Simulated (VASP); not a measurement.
# SiGe (P6_3mc) in VASP: a series of runs

The runs below take SiGe through single point, with LDA.

Program: VASP 6.6.1. These are calculated values, not measurements. Logs are shortened: lines on timing, memory, paths and dates and some standing lists are left out, and cuts for length are marked.

## 1. The cell of the first run

Symmetry: P6_3mc, No. 186, hexagonal system. The conventional cell has a = 3.763 Å, b = 3.763 Å, c = 6.219 Å, α = 90.00°, β = 90.00°, γ = 120.00°. Within 2.9 Å of Si (site symmetry 3m) lie 4 Ge at 2.18 to 2.36 Å. Within 2.9 Å of Ge (site symmetry 3m) lie 4 Si at 2.18 to 2.36 Å.

## 2. Single point, LDA

The input, INCAR:

```
PREC = Accurate
ENCUT = 520
EDIFF = 1E-7
ISMEAR = 0
SIGMA = 0.03
LREAL = F
LASPH = T
NELM = 100
ALGO = Normal
ISIF = 2
LWAVE = F
LCHARG = F
NBANDS = 26
```

The input, KPOINTS:

```
regular mesh
0
Gamma
  12 12 6
```

The input, POSCAR:

```
SiGe
1.0
    3.7634436583      0.0000000000      0.0000000000
   -1.8817218292      3.2592378138      0.0000000000
    0.0000000000      0.0000000000      6.2194898057
Si Ge
2 2
Direct
    0.6666666667      0.3333333333      0.8745031008
    0.3333333333      0.6666666667      0.3745031008
    0.6666666667      0.3333333333      0.5239526465
    0.3333333333      0.6666666667      0.0239526465
```

Potentials or basis: VASP PAW LDA potentials, release 64 (Si, Ge_d).

Started as:

```sh
cat potpaw_LDA.64/Si/POTCAR potpaw_LDA.64/Ge_d/POTCAR > POTCAR
mpirun -np 1 vasp_std > vasp.out
```

OUTCAR:

```text
PREC = Accurate
   ENCUT = 520
   EDIFF = 1E-7
   ISMEAR = 0
   LREAL = F
   LASPH = T
   NELM = 100
   ISIF = 2

 ion  position               nearest neighbor table
   1  0.667  0.333  0.875-   3 2.18   4 2.36   4 2.36   4 2.36
   2  0.333  0.667  0.375-   4 2.18   3 2.36   3 2.36   3 2.36
   3  0.667  0.333  0.524-   1 2.18   2 2.36   2 2.36   2 2.36
   4  0.333  0.667  0.024-   2 2.18   1 2.36   1 2.36   1 2.36

  LATTYP: Found a hexagonal cell.
 ALAT       =     3.7634436583
 C/A-ratio  =     1.6526060625

  Lattice vectors:

 A1 = (   3.7634436583,   0.0000000000,   0.0000000000)
 A2 = (  -1.8817218292,   3.2592378138,   0.0000000000)
 A3 = (   0.0000000000,   0.0000000000,   6.2194898057)

Analysis of symmetry for initial positions (statically):
=====================================================================
 Subroutine PRICEL returns:
 Original cell was already a primitive cell.

 Routine SETGRP: Setting up the symmetry group for a
 hexagonal supercell.

 Subroutine GETGRP returns: Found 12 space group operations
 (whereof  6 operations were pure point group operations)
 out of a pool of 24 trial point group operations.

The static configuration has the point symmetry C_3v.
 The point group associated with its full space group is C_6v.

Analysis of symmetry for dynamics (positions and initial velocities):
=====================================================================
 Subroutine PRICEL returns:
 Original cell was already a primitive cell.

 Routine SETGRP: Setting up the symmetry group for a
 hexagonal supercell.

 Subroutine GETGRP returns: Found 12 space group operations
 (whereof  6 operations were pure point group operations)
 out of a pool of 24 trial point group operations.

The dynamic configuration has the point symmetry C_3v.
 The point group associated with its full space group is C_6v.

 Subroutine INISYM returns: Found 12 space group operations
 (whereof  6 operations are pure point group operations),
 and found     1 'primitive' translations

----------------------------------------------------------------------------------------

                                     Primitive cell

  volume of cell :      76.2880

  direct lattice vectors                    reciprocal lattice vectors
     3.763443658  0.000000000  0.000000000     0.265714088  0.153410100  0.000000000
    -1.881721829  3.259237814  0.000000000     0.000000000  0.306820201  0.000000000
     0.000000000  0.000000000  6.219489806     0.000000000  0.000000000  0.160784893

  length of vectors
     3.763443658  3.763443658  6.219489806     0.306820201  0.306820201  0.160784893

  position of ions in fractional coordinates (direct lattice)
     0.666666667  0.333333333  0.874503101
     0.333333333  0.666666667  0.374503101
     0.666666667  0.333333333  0.523952646
     0.333333333  0.666666667  0.023952646

  ion indices of the primitive-cell ions
   primitive index   ion index
                 1           1
                 2           2
                 3           3
                 4           4

----------------------------------------------------------------------------------------

 KPOINTS: regular mesh

Automatic generation of k-mesh.
 Grid dimensions read from file:
 generate k-points for:   12   12    6

 Generating k-lattice:

  Cartesian coordinates                     Fractional coordinates (reciprocal lattice)
     0.022142841  0.012784175  0.000000000     0.083333333  0.000000000  0.000000000
     0.000000000  0.025568350  0.000000000     0.000000000  0.083333333  0.000000000
     0.000000000  0.000000000  0.026797482     0.000000000  0.000000000  0.166666667

  Length of vectors
     0.025568350  0.025568350  0.026797482

  Shift w.r.t. Gamma in fractional coordinates (k-lattice)
     0.000000000  0.000000000  0.000000000

 Subroutine IBZKPT returns following result:
 ===========================================

 Found     76 irreducible k-points:

 Following reciprocal coordinates:
            Coordinates               Weight
  0.000000  0.000000  0.000000      1.000000
  0.083333 -0.000000  0.000000      6.000000
  0.166667  0.000000  0.000000      6.000000
  0.250000  0.000000  0.000000      6.000000
  0.333333 -0.000000  0.000000      6.000000
  0.416667 -0.000000  0.000000      6.000000
[... 16 lines left out ...]
  0.250000  0.000000  0.166667     12.000000
  0.333333 -0.000000  0.166667     12.000000
 [... further k-points ...]
   k-points           NKPTS =     76   k-points in BZ     NKDIM =     76   number of bands    NBANDS=     26
   number of dos      NEDOS =    301   number of ions     NIONS =      4
   total plane-waves  NPLWV =  37632
   dimension x,y,z NGX =    28 NGY =   28 NGZ =   48
   dimension x,y,z NGXF=    56 NGYF=   56 NGZF=   96
   ions per type =               2   2
   NGX,Y,Z   is equivalent  to a cutoff of  12.37, 12.37, 12.83 a.u.
   NGXF,Y,Z  is equivalent  to a cutoff of  24.74, 24.74, 25.66 a.u.
 SYSTEM =  unknown system
   PREC   = accura    normal or accurate (medium, high low for compatibility)
   ISTART =      0    job   : 0-new  1-cont  2-samecut
   ICHARG =      2    charge: 1-file 2-atom 10-const
   ISPIN  =      1    spin polarized calculation?
   LNONCOLLINEAR =      F non collinear calculations
   LSORBIT =      F    spin-orbit coupling
   LASPH  =      T    aspherical Exc in radial PAW
   ENCUT  =  520.0 eV  38.22 Ry    6.18 a.u.   7.00  7.00 11.56*2*pi/ulx,y,z
   NELM   =    100;   NELMIN=  2; NELMDL= -5     # of ELM steps
   EDIFF  = 0.1E-06   stopping-criterion for ELM
   LREAL  =      F    real-space projection
   EDIFFG = 0.1E-05   stopping-criterion for IOM
   NSW    =      0    number of steps for IOM
   IBRION =     -1    ionic relax: 0-MD 1-quasi-New 2-CG
   NFREE  =      0    steps in history (QN), initial steepest desc. (CG)
   ISIF   =      2    stress and relaxation
   ISYM   =      2    0-nonsym 1-usesym 2-fastsym
   POTIM  = 0.5000    time-step for ionic-motion
   TEBEG  =    0.0;   TEEND  =   0.0 temperature during run
   PSTRESS=    0.0 pullay stress
   NELECT =      36.0000    total number of electrons
   NUPDOWN=      -1.0000    fix difference up-down
   EMIN   =  10.00;   EMAX   =-10.00  energy-range for DOS
   EFERMI =   0.00;   METHOD = LEGACY
   ISMEAR =     0;   SIGMA  =   0.03  broadening in eV -4-tet -1-fermi 0-gaus
   EFERMI_NEDOS =   21; number of points for ismear=-14 and -15
   IALGO  =     38    algorithm
   IMIX   =      4    mixing-type and parameters
     AMIX     =   0.40;   BMIX     =  1.00
     AMIX_MAG =   1.60;   BMIX_MAG =  1.00
  volume/ion in A,a.u.               =      19.07       128.70
  Fermi-wavevector in a.u.,A,eV,Ry     =   1.274550  2.408551 22.102365  1.624478
  Thomas-Fermi vector in A             =   2.407312
   LORBIT       =      0    0 simple, 1 ext, 2 COOP (PROOUT), +10 PAW based schemes
   GGA     = CA    functional components
   LHFCALC =     F    Hartree Fock is set to
   AEXX    =    0.0000 exact exchange contribution
   IVDW    =     0    specifies the selected vdW correction
   LEPSILON=     F    determine dielectric tensor
   LRPA    =     F    only Hartree local field effects (RPA)
 non-spin polarized calculation
 Gauss-broadening in eV      SIGMA  =   0.03
  energy-cutoff  :      520.00
  volume of cell :       76.29
 maximum number of plane-waves:      2073
 NGX is ok and might be reduce to    28
   NGX = 13   NGY = 13   NGZ = 23

 number of electron      35.9999991 magnetization

 Free energy of the ion-electron system (eV)
  ---------------------------------------------------
  ext. energy  EPLUGINS =         0.00000000
  ---------------------------------------------------
  free energy    TOTEN  =       -21.70019169 eV

  energy without entropy =      -21.69993816  energy(sigma->0) =      -21.70006493

 E-fermi :   6.8617     XC(G=0): -10.4602

 val. band max:        6.7849203813   @ k =   0.0000   0.0000   0.1667
 cond. band min:       6.8624338900   @ k =   0.4167  -0.0000   0.3333
 fundamental gap:      0.0775135087
 Fermi energy:         6.8617243489

 k-point     1 :       0.0000    0.0000    0.0000
  band No.  band energies     occupation
      1     -18.2552      2.00000
      2     -18.2537      2.00000
      3     -18.2202      2.00000
      4     -18.2202      2.00000
      5     -18.2131      2.00000
      6     -18.2131      2.00000
[... 18 lines left out ...]
     25      11.3366      0.00000
     26      12.9835      0.00000

 k-point     2 :       0.0833   -0.0000    0.0000
  band No.  band energies     occupation
      1     -18.2547      2.00000
      2     -18.2533      2.00000
      3     -18.2205      2.00000
      4     -18.2200      2.00000
      5     -18.2135      2.00000
      6     -18.2127      2.00000
[... 18 lines left out ...]
     25      11.6846      0.00000
     26      12.3527      0.00000

 k-point     3 :       0.1667    0.0000    0.0000
  band No.  band energies     occupation
      1     -18.2534      2.00000
      2     -18.2524      2.00000
      3     -18.2214      2.00000
      4     -18.2196      2.00000
      5     -18.2143      2.00000
      6     -18.2115      2.00000
[... 18 lines left out ...]
     25      12.5705      0.00000
     26      12.6013      0.00000

 k-point     4 :       0.2500    0.0000    0.0000
  band No.  band energies     occupation
      1     -18.2519      2.00000
      2     -18.2510      2.00000
      3     -18.2225      2.00000
      4     -18.2193      2.00000
      5     -18.2155      2.00000
      6     -18.2100      2.00000
[... 18 lines left out ...]
     25      13.1682      0.00000
     26      13.4626      0.00000
[... 496 lines left out ...]
      1     -18.2534      2.00000
      2     -18.2525      2.00000
      3     -18.2208      2.00000
      4     -18.2191      2.00000
      5     -18.2148      2.00000
      6     -18.2121      2.00000
[... 18 lines left out ...]
     25      12.2718      0.00000
     26      12.3055      0.00000

 k-point    23 :       0.2500    0.0000    0.1667
  band No.  band energies     occupation
      1     -18.2519      2.00000
      2     -18.2512      2.00000
      3     -18.2219      2.00000
      4     -18.2187      2.00000
      5     -18.2158      2.00000
      6     -18.2106      2.00000
[... 18 lines left out ...]
     25      13.2175      0.00000
     26      13.3834      0.00000

 k-point    24 :       0.3333   -0.0000    0.1667
  band No.  band energies     occupation
      1     -18.2509      2.00000
      2     -18.2497      2.00000
      3     -18.2229      2.00000
      4     -18.2184      2.00000
      5     -18.2168      2.00000
      6     -18.2094      2.00000
[... 18 lines left out ...]
     25      14.1653      0.00000
     26      14.5232      0.00000

 [... further k-points ...]
[... 5 lines left out ...]
  --------------------------------------------------------------------------------------
  -------------------------------------------------------------------------------------
  Total        1.9333102      1.9333102      9.5435245     -0.0000000      0.0000000      0.0000000
  in kB       40.6027915     40.6027915    200.4301935     -0.0000000      0.0000000      0.0000000
  external PRESSURE =      93.8785922 kB  Pullay stress =       0.0000000 kB

 VOLUME and BASIS-vectors are now :
 -----------------------------------------------------------------------------
  energy-cutoff  :      520.00
  volume of cell :       76.29
      direct lattice vectors                 reciprocal lattice vectors
     3.763443658  0.000000000  0.000000000     0.265714088  0.153410100  0.000000000
    -1.881721829  3.259237814  0.000000000     0.000000000  0.306820201  0.000000000
     0.000000000  0.000000000  6.219489806     0.000000000  0.000000000  0.160784893

 POSITION                                       TOTAL-FORCE (eV/Angst)
 -----------------------------------------------------------------------------------
      1.88172      1.08641      5.43896        -0.000000      0.000000      2.573118
     -0.00000      2.17283      2.32922         0.000000      0.000000      2.573118
      1.88172      1.08641      3.25872         0.000000      0.000000     -2.573118
     -0.00000      2.17283      0.14897        -0.000000      0.000000     -2.573118
 -----------------------------------------------------------------------------------
    total drift:                               -0.000000     -0.000001     -0.002731

  FREE ENERGIE OF THE ION-ELECTRON SYSTEM (eV)
  ---------------------------------------------------
  free  energy   TOTEN  =       -21.7001916914 eV

  energy  without entropy=      -21.6999381639  energy(sigma->0) =      -21.70006493
```

Wall time 71 s (1 thread of Intel Xeon Platinum 8559C (Emerald Rapids), shared host); peak memory 0.24 GiB.

Results:

```yaml
Free_energy: -21.7002 eV
Pressure: 9.4 GPa
Largest_force: 2.573 eV/Å
Band_gap_on_the_k_mesh: zero (band 18 reaches 7.08 eV, above the bottom of band 19 at 6.75 eV)
```

Forces on the atoms (eV/Å):
```
Si   0.000  0.000  2.573
Si   0.000  0.000  2.573
Ge   0.000  0.000 -2.573
Ge   0.000  0.000 -2.573
```

Stress tensor (GPa, compression positive):
```
 4.06  0.00  0.00
 0.00  4.06  0.00
 0.00  0.00 20.04
```

Caveat: forces of over 1 eV/Å act on the atoms, so gaps and moduli don't describe the material at rest.

[end of part 1 of 3]
